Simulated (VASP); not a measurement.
BaS: single point with PBE

Crystal: BaS.

```
Ba S
1.0
     0.00000    3.19375    3.19375
     3.19375    0.00000    3.19375
     3.19375    3.19375    0.00000
Ba S
1 1
Direct
  0.95328 0.09145 0.94417
  0.50000 0.50000 0.50000
```

This cell differs from its parent crystal: one atom moved.

```yaml
Program: VASP 6.6.1
Task: single point
Functional: PBE
Potentials_or_basis: VASP PAW PBE potentials, release 64 (Ba_sv, S)
Cutoff: 520 eV
k_mesh: 8 × 8 × 8
Occupations: gaussian, width 0.02 eV
Spin: no spin polarisation
Dipole_correction: no
Further_INCAR_settings: ALGO = Normal; EDIFF = 1e-07; NBANDS = 15
```

```json
{
 "Pressure": "3.0 GPa",
 "Largest force": "1.020 eV/Å",
 "Band gap on the k mesh": "2.42 eV (least direct gap 2.44 eV)"
}
```

Forces on the atoms (eV/Å):
```
Ba  -0.206  0.961 -0.271
S    0.206 -0.961  0.271
```

Stress tensor (GPa, compression positive):
```
 1.37  0.39 -0.14
 0.39  5.90  0.50
-0.14  0.50  1.70
```

Levels at points of the mesh, in eV from the valence-band top:
| k point | band 6 | band 7 | band 8 | band 9 | band 10 | band 11 |
| --- | --- | --- | --- | --- | --- | --- |
| (0.00, 0.00, 0.00) | -0.08 | -0.08 | -0.03 | 3.70 | 4.05 | 4.26 |
| (0.50, 0.00, 0.00) | -1.76 | -0.91 | -0.82 | 5.26 | 5.77 | 6.38 |
| (0.00, 0.50, 0.00) | -1.76 | -1.00 | -0.97 | 5.35 | 6.24 | 6.48 |
| (0.00, 0.00, 0.50) | -1.76 | -0.92 | -0.84 | 5.25 | 5.87 | 6.37 |
| (0.50, 0.50, 0.50) | -1.75 | -0.88 | -0.77 | 5.37 | 5.49 | 6.33 |
| (0.50, 0.50, 0.00) | -0.38 | -0.36 | 0.00 | 2.76 | 5.99 | 6.26 |
| (0.00, 0.50, 0.50) | -0.39 | -0.37 | -0.01 | 2.79 | 5.98 | 6.26 |
| (0.50, 0.00, 0.50) | -0.27 | -0.11 | -0.01 | 2.42 | 6.05 | 6.22 |

Wall time 3.5 min on 1 thread of Intel(R) Xeon(R) Platinum 8259CL CPU @ 2.50GHz (Skylake/Cascade Lake), with other jobs on the host, peak memory 0.39 GiB.

Caveat: the cell differs from its parent crystal (one atom moved); spin-orbit coupling is left out, which moves the levels of the heavy elements; forces of over 1 eV/Å act on the atoms, so gaps and moduli don't describe the material at rest. A k mesh can miss the band edges.
